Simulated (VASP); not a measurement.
Runs of VASP 6.6.1 on TiAl3. The structure is that of space group Pm-3m (No. 221), or close to it. The cells are those of the table. 

```tsv
task	cell	k mesh	cutoff (eV)	gap on the mesh (eV)	pressure (GPa)
single point	a = 3.913 Å, 4 atoms	10 × 10 × 10	520	none	(b)
single point	a = 3.945 Å, 4 atoms	10 × 10 × 10	520	none	0.8
single point	a = 3.627 Å, 4 atoms	12 × 12 × 12	520	none	50.0
single point	a = 3.489 Å, 4 atoms	12 × 12 × 12	520	none	90.2
single point	a = 3.752 Å, 4 atoms	12 × 12 × 12	520	none	24.9
single point	a = 3.843 Å, 4 atoms	10 × 10 × 10	520	none	11.8
relaxation of cell and atoms	relaxed to 12 GPa from a = 3.840 Å, 4 atoms	10 × 10 × 10	600	none	12.0
single point	a = 3.967 Å, 4 atoms	10 × 10 × 10	520	none	(a)
```

Alike in all rows: level r2SCAN; potentials or basis VASP PAW PBE potentials, release 64 (Ti_sv, Al); no spin polarisation; smearing gaussian 0.1 eV.

Q: Estimate the missing entries.

A: (a) -1.1; (b) 3.9.

Caveats: the PAW data sets were made with another functional, which shifts forces and pressure a little; the cell stands under pressure (at least some runs); the cell is relaxed towards a set pressure, so the run minimises the enthalpy, not the energy (at least some runs).

A gap of «none» marks levels without a gap at the run's occupations.
